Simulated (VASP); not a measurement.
# BN (P6_3/mmc) in VASP: further runs

Runs on BN. Level: PBEsol. Tasks: single point.

Program: VASP 6.6.1. These are calculated values, not measurements. Logs are shortened: lines on timing, memory, paths and dates and some standing lists are left out, and cuts for length are marked.

### Step 1. The cell of the first run

It takes space group P6_3/mmc (No. 194, hexagonal). Conventional cell: a = 2.495 Å, b = 2.495 Å, c = 6.031 Å, α = 90.00°, β = 90.00°, γ = 120.00°. N (site symmetry -6m2) has 3 B at 1.44 Å within 1.9 Å. B (site symmetry -6m2) has 3 N at 1.44 Å within 1.9 Å.

### Step 2. Single point, PBEsol

Contents of INCAR:

```
ALGO = Normal ; EDIFF = 1E-7
ENCUT = 520 ; GGA = PS
ISIF = 2 ; ISMEAR = -1
LASPH = T ; LCHARG = F
LREAL = F ; LWAVE = F
NBANDS = 16 ; NELM = 80
PREC = Accurate ; SIGMA = 0.05
```

Contents of KPOINTS:

```
k-points
0
Gamma
  12 12 4
```

Contents of POSCAR:

```
BN
1.0
    2.4948804326      0.0000000000      0.0000000000
   -1.2474402163      2.1606298341      0.0000000000
    0.0000000000      0.0000000000      6.0309748417
N B
2 2
Direct
    0.6666666667      0.3333333333      0.2500000000
    0.3333333333      0.6666666667      0.7500000000
    0.6666666667      0.3333333333      0.7500000000
    0.3333333333      0.6666666667      0.2500000000
```

Potentials or basis: VASP PAW PBE potentials, release 64 (N, B).

Command:

```console
$ cat potpaw_PBE.64/N/POTCAR potpaw_PBE.64/B/POTCAR > POTCAR
$ mpirun -np 1 vasp_std > vasp.out
```

OUTCAR:

```text
EDIFF = 1E-7
   ENCUT = 520
   GGA = PS
   ISIF = 2
   ISMEAR = -1
   LASPH = T
   LREAL = F
   NELM = 80
   PREC = Accurate

 ion  position               nearest neighbor table
   1  0.667  0.333  0.250-   4 1.44   4 1.44   4 1.44
   2  0.333  0.667  0.750-   3 1.44   3 1.44   3 1.44
   3  0.667  0.333  0.750-   2 1.44   2 1.44   2 1.44
   4  0.333  0.667  0.250-   1 1.44   1 1.44   1 1.44

  LATTYP: Found a hexagonal cell.
 ALAT       =     2.4948804326
 C/A-ratio  =     2.4173402312

  Lattice vectors:

 A1 = (   2.4948804326,   0.0000000000,   0.0000000000)
 A2 = (  -1.2474402163,   2.1606298341,   0.0000000000)
 A3 = (   0.0000000000,   0.0000000000,   6.0309748417)

Analysis of symmetry for initial positions (statically):
=====================================================================
 Subroutine PRICEL returns:
 Original cell was already a primitive cell.

 Routine SETGRP: Setting up the symmetry group for a
 hexagonal supercell.

 Subroutine GETGRP returns: Found 24 space group operations
 (whereof 12 operations were pure point group operations)
 out of a pool of 24 trial point group operations.

The static configuration has the point symmetry D_3d.
 The point group associated with its full space group is D_6h.

Analysis of symmetry for dynamics (positions and initial velocities):
=====================================================================
 Subroutine PRICEL returns:
 Original cell was already a primitive cell.

 Routine SETGRP: Setting up the symmetry group for a
 hexagonal supercell.

 Subroutine GETGRP returns: Found 24 space group operations
 (whereof 12 operations were pure point group operations)
 out of a pool of 24 trial point group operations.

The dynamic configuration has the point symmetry D_3d.
 The point group associated with its full space group is D_6h.

 Subroutine INISYM returns: Found 24 space group operations
 (whereof 12 operations are pure point group operations),
 and found     1 'primitive' translations

----------------------------------------------------------------------------------------

                                     Primitive cell

  volume of cell :      32.5100

  direct lattice vectors                    reciprocal lattice vectors
     2.494880433  0.000000000  0.000000000     0.400820812  0.231414004  0.000000000
    -1.247440216  2.160629834  0.000000000     0.000000000  0.462828007  0.000000000
     0.000000000  0.000000000  6.030974842     0.000000000  0.000000000  0.165810673

  length of vectors
     2.494880433  2.494880433  6.030974842     0.462828007  0.462828007  0.165810673

  position of ions in fractional coordinates (direct lattice)
     0.666666667  0.333333333  0.250000000
     0.333333333  0.666666667  0.750000000
     0.666666667  0.333333333  0.750000000
     0.333333333  0.666666667  0.250000000

  ion indices of the primitive-cell ions
   primitive index   ion index
                 1           1
                 2           2
                 3           3
                 4           4

----------------------------------------------------------------------------------------

 KPOINTS: k-points

Automatic generation of k-mesh.
 Grid dimensions read from file:
 generate k-points for:   12   12    4

 Generating k-lattice:

  Cartesian coordinates                     Fractional coordinates (reciprocal lattice)
     0.033401734  0.019284500  0.000000000     0.083333333  0.000000000  0.000000000
     0.000000000  0.038569001  0.000000000     0.000000000  0.083333333  0.000000000
     0.000000000  0.000000000  0.041452668     0.000000000  0.000000000  0.250000000

  Length of vectors
     0.038569001  0.038569001  0.041452668

  Shift w.r.t. Gamma in fractional coordinates (k-lattice)
     0.000000000  0.000000000  0.000000000

 Subroutine IBZKPT returns following result:
 ===========================================

 Found     57 irreducible k-points:

 Following reciprocal coordinates:
            Coordinates               Weight
  0.000000  0.000000  0.000000      1.000000
  0.083333  0.000000  0.000000      6.000000
  0.166667  0.000000  0.000000      6.000000
  0.250000  0.000000  0.000000      6.000000
  0.333333  0.000000  0.000000      6.000000
  0.416667  0.000000  0.000000      6.000000
[... 16 lines left out ...]
  0.250000  0.000000  0.250000     12.000000
  0.333333  0.000000  0.250000     12.000000
 [... further k-points ...]
   k-points           NKPTS =     57   k-points in BZ     NKDIM =     57   number of bands    NBANDS=     16
   number of dos      NEDOS =    301   number of ions     NIONS =      4
   total plane-waves  NPLWV =  19200
   dimension x,y,z NGX =    20 NGY =   20 NGZ =   48
   dimension x,y,z NGXF=    40 NGYF=   40 NGZF=   96
   ions per type =               2   2
   NGX,Y,Z   is equivalent  to a cutoff of  13.33, 13.33, 13.23 a.u.
   NGXF,Y,Z  is equivalent  to a cutoff of  26.65, 26.65, 26.46 a.u.
 SYSTEM =  unknown system
   PREC   = accura    normal or accurate (medium, high low for compatibility)
   ISTART =      0    job   : 0-new  1-cont  2-samecut
   ICHARG =      2    charge: 1-file 2-atom 10-const
   ISPIN  =      1    spin polarized calculation?
   LNONCOLLINEAR =      F non collinear calculations
   LSORBIT =      F    spin-orbit coupling
   LASPH  =      T    aspherical Exc in radial PAW
   ENCUT  =  520.0 eV  38.22 Ry    6.18 a.u.   4.64  4.64 11.21*2*pi/ulx,y,z
   NELM   =     80;   NELMIN=  2; NELMDL= -5     # of ELM steps
   EDIFF  = 0.1E-06   stopping-criterion for ELM
   LREAL  =      F    real-space projection
   EDIFFG = 0.1E-05   stopping-criterion for IOM
   NSW    =      0    number of steps for IOM
   IBRION =     -1    ionic relax: 0-MD 1-quasi-New 2-CG
   NFREE  =      0    steps in history (QN), initial steepest desc. (CG)
   ISIF   =      2    stress and relaxation
   ISYM   =      2    0-nonsym 1-usesym 2-fastsym
   POTIM  = 0.5000    time-step for ionic-motion
   TEBEG  =    0.0;   TEEND  =   0.0 temperature during run
   PSTRESS=    0.0 pullay stress
   NELECT =      16.0000    total number of electrons
   NUPDOWN=      -1.0000    fix difference up-down
   EMIN   =  10.00;   EMAX   =-10.00  energy-range for DOS
   EFERMI =   0.00;   METHOD = LEGACY
   ISMEAR =    -1;   SIGMA  =   0.05  broadening in eV -4-tet -1-fermi 0-gaus
   EFERMI_NEDOS =   21; number of points for ismear=-14 and -15
   IALGO  =     38    algorithm
   IMIX   =      4    mixing-type and parameters
     AMIX     =   0.40;   BMIX     =  1.00
     AMIX_MAG =   1.60;   BMIX_MAG =  1.00
  volume/ion in A,a.u.               =       8.13        54.85
  Fermi-wavevector in a.u.,A,eV,Ry     =   1.292535  2.442537 22.730526  1.670647
  Thomas-Fermi vector in A             =   2.424237
   LORBIT       =      0    0 simple, 1 ext, 2 COOP (PROOUT), +10 PAW based schemes
   GGA     = PS    functional components
   LHFCALC =     F    Hartree Fock is set to
   AEXX    =    0.0000 exact exchange contribution
   IVDW    =     0    specifies the selected vdW correction
   LEPSILON=     F    determine dielectric tensor
   LRPA    =     F    only Hartree local field effects (RPA)
 non-spin polarized calculation
  energy-cutoff  :      520.00
  volume of cell :       32.51
 maximum number of plane-waves:       888
 NGX is ok and might be reduce to    20
   NGX =  9   NGY =  9   NGZ = 23

 number of electron      16.0000000 magnetization

 Free energy of the ion-electron system (eV)
  ---------------------------------------------------
  ext. energy  EPLUGINS =         0.00000000
  ---------------------------------------------------
  free energy    TOTEN  =       -36.50671753 eV

  energy without entropy =      -36.50671753  energy(sigma->0) =      -36.50671753

 E-fermi :   4.2348     XC(G=0): -10.9646

 val. band max:        3.1428414431   @ k =   0.3333   0.2500   0.0000
 cond. band min:       7.1372009469   @ k =   0.5000   0.0000   0.0000
 fundamental gap:      3.9943595038
 Fermi energy:         4.2347594668

 k-point     1 :       0.0000    0.0000    0.0000
  band No.  band energies     occupation
      1     -14.9178      2.00000
      2     -14.3130      2.00000
      3      -3.7922      2.00000
      4      -0.4239      2.00000
      5       1.7508      2.00000
      6       1.7508      2.00000
[... 8 lines left out ...]
     15      15.8457      0.00000
     16      16.2002      0.00000

 k-point     2 :       0.0833    0.0000    0.0000
  band No.  band energies     occupation
      1     -14.7782      2.00000
      2     -14.1818      2.00000
      3      -3.6015      2.00000
      4      -0.2601      2.00000
      5       1.1838      2.00000
      6       1.2799      2.00000
[... 8 lines left out ...]
     15      15.6419      0.00000
     16      16.3048      0.00000

 k-point     3 :       0.1667    0.0000    0.0000
  band No.  band energies     occupation
      1     -14.3661      2.00000
      2     -13.7959      2.00000
      3      -3.0355      2.00000
      4      -0.2558      2.00000
      5      -0.1347      2.00000
      6       0.2197      2.00000
[... 8 lines left out ...]
     15      17.0706      0.00000
     16      17.3818      0.00000

 k-point     4 :       0.2500    0.0000    0.0000
  band No.  band energies     occupation
      1     -13.7067      2.00000
      2     -13.1835      2.00000
      3      -2.1172      2.00000
      4      -2.0867      2.00000
      5      -1.9226      2.00000
      6       0.0795      2.00000
[... 8 lines left out ...]
     15      19.1449      0.00000
     16      19.3666      0.00000
[... 324 lines left out ...]
 k-point    22 :       0.1667    0.0000    0.2500
  band No.  band energies     occupation
      1     -14.2903      2.00000
      2     -13.8881      2.00000
      3      -2.6530      2.00000
      4      -0.4841      2.00000
      5      -0.2269      2.00000
      6      -0.0567      2.00000
[... 8 lines left out ...]
     15      16.8643      0.00000
     16      17.0331      0.00000

 k-point    23 :       0.2500    0.0000    0.2500
  band No.  band energies     occupation
      1     -13.6365      2.00000
      2     -13.2673      2.00000
      3      -2.1399      2.00000
      4      -1.9640      2.00000
      5      -1.6619      2.00000
      6       0.0992      2.00000
[... 8 lines left out ...]
     15      19.1727      0.00000
     16      19.3285      0.00000

 k-point    24 :       0.3333    0.0000    0.2500
  band No.  band energies     occupation
      1     -12.8021      2.00000
      2     -12.4880      2.00000
      3      -3.8934      2.00000
      4      -3.7503      2.00000
      5      -0.5425      2.00000
      6      -0.5413      2.00000
[... 8 lines left out ...]
     15      20.3852      0.00000
     16      21.7387      0.00000

 [... further k-points ...]

------------------------ aborting loop because EDIFF is reached ----------------------------------------

  FORCE on cell =-STRESS in cart. coord.  units (eV):
  Direction    XX          YY          ZZ          XY          YZ          ZX
  --------------------------------------------------------------------------------------
  -------------------------------------------------------------------------------------
  Total        1.1411988      1.1411988      0.9809555     -0.0000000     -0.0000000      0.0000000
  in kB       56.2411599     56.2411599     48.3439643     -0.0000000     -0.0000000      0.0000000
  external PRESSURE =      53.6087614 kB  Pullay stress =       0.0000000 kB

 VOLUME and BASIS-vectors are now :
 -----------------------------------------------------------------------------
  energy-cutoff  :      520.00
  volume of cell :       32.51
      direct lattice vectors                 reciprocal lattice vectors
     2.494880433  0.000000000  0.000000000     0.400820812  0.231414004  0.000000000
    -1.247440216  2.160629834  0.000000000     0.000000000  0.462828007  0.000000000
     0.000000000  0.000000000  6.030974842     0.000000000  0.000000000  0.165810673

 POSITION                                       TOTAL-FORCE (eV/Angst)
 -----------------------------------------------------------------------------------
      1.24744      0.72021      1.50774         0.000000     -0.000000      0.000000
     -0.00000      1.44042      4.52323        -0.000000     -0.000000      0.000000
      1.24744      0.72021      4.52323         0.000000     -0.000000      0.000000
     -0.00000      1.44042      1.50774        -0.000000      0.000000      0.000000
 -----------------------------------------------------------------------------------
    total drift:                               -0.000000      0.000000     -0.000000

  FREE ENERGIE OF THE ION-ELECTRON SYSTEM (eV)
  ---------------------------------------------------
  free  energy   TOTEN  =       -36.5067175339 eV

  energy  without entropy=      -36.5067175338  energy(sigma->0) =      -36.50671753
```

Wall time 27 s (1 thread of Intel Xeon Platinum 8259CL at 2.50GHz (Skylake/Cascade Lake), shared host); peak memory 0.15 GiB.

What came out:

| Quantity | Value |
| --- | --- |
| Free energy | -36.5067 eV |
| Pressure | 5.4 GPa |
| Band gap on the k mesh | 3.99 eV, indirect (least direct gap 4.30 eV) |

Caveat: the PAW data sets were made with another functional, which shifts forces and pressure a little; this functional lacks dispersion, which binds the layers, so the pressure and a relaxed spacing across them are unreliable. A k mesh can miss the band edges.

### Step 3. Single point, PBEsol

This run uses another cell than the first one, of 9.52 Å³/atom, 1.171 times its volume.

Contents of INCAR:

```
  PREC = Accurate
  ENCUT = 520
  EDIFF = 1E-6
  ISMEAR = -1
  SIGMA = 0.05
  LREAL = F
  LASPH = T
  NELM = 80
  ALGO = Normal
  ISIF = 2
  LWAVE = F
  LCHARG = T
  GGA = PS
  LELF = T
  LVHAR = T
  NBANDS = 16
```

Contents of KPOINTS:

```
regular mesh
0
Gamma
  12 12 4
```

Contents of POSCAR:

```
BN
1.0
    2.5042863059      0.0000000000      0.0000000000
   -1.2521431530      2.1687755593      0.0000000000
    0.0000000000      0.0000000000      7.0083983748
N B
2 2
Direct
    0.6666666667      0.3333333333      0.2500000000
    0.3333333333      0.6666666667      0.7500000000
    0.6666666667      0.3333333333      0.7500000000
    0.3333333333      0.6666666667      0.2500000000
```

Potentials or basis: VASP PAW PBE potentials, release 64 (N, B).

Command:

```console
$ cat potpaw_PBE.64/N/POTCAR potpaw_PBE.64/B/POTCAR > POTCAR
$ mpirun -np 1 vasp_std > vasp.out
```

Run time: 33 s. Hardware: 1 thread of Intel Xeon Platinum 8259CL at 2.50GHz (Skylake/Cascade Lake), shared host; peak memory 0.16 GiB.

The run converged. Its results:

| Item | Value |
| --- | --- |
| Free energy | -36.5708 eV |
| Pressure | 0.3 GPa |
| Band gap on the k mesh | 4.26 eV, indirect (least direct gap 4.59 eV) |

Stress tensor (GPa, compression positive):
```
 0.52  0.00  0.00
 0.00  0.52  0.00
 0.00  0.00 -0.09
```

Levels at points of the mesh, in eV from the valence-band top:
| k point | band 4 | band 5 | band 6 | band 7 | band 8 | band 9 | band 10 | band 11 | band 12 | band 13 |
| --- | --- | --- | --- | --- | --- | --- | --- | --- | --- | --- |
| (0.00, 0.00, 0.00) | -4.40 | -1.31 | -1.31 | -1.29 | -1.29 | 4.77 | 9.53 | 11.52 | 11.52 | 11.60 |
| (0.50, 0.00, 0.00) | -8.87 | -4.13 | -4.09 | -1.31 | -0.55 | 4.26 | 5.37 | 9.41 | 9.92 | 12.28 |
| (0.00, 0.00, 0.50) | -5.32 | -1.30 | -1.30 | -1.30 | -1.30 | 6.88 | 6.88 | 11.56 | 11.56 | 11.56 |
| (0.50, 0.00, 0.50) | -8.89 | -4.11 | -4.11 | -0.92 | -0.92 | 4.66 | 4.66 | 9.81 | 9.81 | 13.11 |

Caveat: the PAW data sets were made with another functional, which shifts forces and pressure a little; this functional lacks dispersion, which binds the layers, so the pressure and a relaxed spacing across them are unreliable. A k mesh can miss the band edges.
